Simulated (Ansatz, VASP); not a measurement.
Two plane-wave programs on TeRu

The input INCAR:

```
SYSTEM = TeRu
PREC = Accurate
ENCUT = 520
EDIFF = 1E-6
ISMEAR = 0
SIGMA = 0.05
LREAL = .FALSE.
LASPH = .TRUE.
NELM = 150
ALGO = Normal
ISIF = 2
LWAVE = .FALSE.
LCHARG = .FALSE.
ISPIN = 2
MAGMOM = 4 0
LORBIT = 11
LMAXMIX = 4
LDAU = .TRUE.
LDAUTYPE = 2
LDAUL = 2 -1
LDAUU = 4 0
LDAUJ = 0 0
LDAUPRINT = 1
GGA = PE
NBANDS = 21
```

The input KPOINTS:

```
Automatic mesh
0
G
  6 6 6
  0 0 0
```

POSCAR

```
TeRu
1.0
    0.0000000000      2.8688747200      2.8688747200
    2.8688747200      0.0000000000      2.8688747200
    2.8688747200      2.8688747200      0.0000000000
Ru Te
1 1
Direct
    0.5000000000      0.5000000000      0.5000000000
    0.0000000000      0.0000000000      0.0000000000
```

Input for Ansatz:

```yaml
crystal:
  lattice:
    - [0.0, 2.86887472, 2.86887472]
    - [2.86887472, 0.0, 2.86887472]
    - [2.86887472, 2.86887472, 0.0]
  atoms:
    - { symbol: Ru, position: [0.5, 0.5, 0.5], spin: 4.0 }
    - { symbol: Te, position: [0.0, 0.0, 0.0] }
basis:
  ecutwfc: 420
  ecutrho_ratio: 4
kpoints:
  mp_grid: { grid: [6, 6, 6] }
hamiltonian:
  xc: pbe
  hubbard: { sites: [{ site: 0, l: d, u_eff: 4.0 }] }
scf:
  occupations: { method: gaussian, width: 0.05 }
  lower_state_search: "off"
  max_iter: 150
output:
  forces: true
  stress: true
  eigenvalues: true
  populations: true
  hubbard: { sites: [{ site: 0, l: d }] }
magnetization:
  spin_polarized: true
```

Alike in both runs: task single point; functional PBE; k mesh 6 × 6 × 6; occupations gaussian, width 0.05 eV; collinear spin; Hubbard terms Ru d U = 4.0 eV.

|  | VASP | Ansatz |
| --- | --- | --- |
| version | VASP 6.6.1 | Ansatz 0.2.0 |
| potentials or method | VASP PAW PBE potentials, release 64 (Ru_pv, Te), cutoff 520 eV | scalar-relativistic, plane waves, PAW |
| valence electrons in the cell | 20 | 32 |

|  | VASP | Ansatz | Ansatz less VASP |
| --- | --- | --- | --- |
| gap on the k mesh at the Fermi level (eV) | none | none | - |
| pressure (GPa) | -3.4 | -10.0 | -6.62 |
| net moment per atom (μB) | 1.15 | 0.00 | -1.148 |
| size of the moment on the site where the two differ most (μB) | 2.26 | 0.00 | -2.256 |

The net moments are unlike, so the other rows may belong to different states. Site moments also hang on the region over which each program counts them. The programs project onto different local orbitals, so the same U acts differently, and such runs can settle in different states. A gap of «none» marks a metal or a gap that the smearing closes. VASP's potentials hold 20 valence electrons a cell and Ansatz's 32, so a difference there can come from the potentials and not from the codes. Ansatz's warnings: filled band counts differ across k points, seeded moment not kept.

Neither program's run includes spin-orbit coupling.
